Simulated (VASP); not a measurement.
Crystal: HfO2.

```
Hf O
1.0
     5.21838    0.00000    0.00000
     0.00000    5.28741    0.00000
    -0.87550    0.00000    5.31613
Hf O
4 8
Direct
  0.27550 0.46030 0.70800
  0.72450 0.96030 0.79200
  0.72450 0.53970 0.29200
  0.27550 0.03970 0.20800
  0.07420 0.16840 0.84670
  0.92580 0.66840 0.65330
  0.92580 0.83160 0.15330
  0.07420 0.33160 0.34670
  0.44870 0.74190 0.98010
  0.55130 0.24190 0.51990
  0.55130 0.25810 0.01990
  0.44870 0.75810 0.48010
```

Base run:

```yaml
Program: VASP 6.6.1
Functional: PBEsol
Potentials_or_basis: VASP PAW PBE potentials, release 64 (Hf_pv, O)
Cutoff: 520 eV
k_mesh: 5 × 5 × 5
Occupations: fermi-dirac, width 0.05 eV
Spin: no spin polarisation
```

Its results: band gap on the k mesh 3.86 eV (least direct gap 3.94 eV); pressure -16.8 GPa; largest force 0.337 eV/Å.

Problem. The run is repeated on the same cell with these changes: functional from PBEsol to PBE exchange alone. What comes out?

Solution. Band gap on the k mesh 4.05 eV (least direct gap 4.12 eV); pressure 8.1 GPa; largest force 0.412 eV/Å.

Caveats: spin-orbit coupling is left out, which moves the levels of the heavy elements; the cell stands under tension (at least some runs); the PAW data sets were made with another functional, which shifts forces and pressure a little (at least some runs); the cell stands under pressure (at least some runs).

A k mesh can miss the band edges.
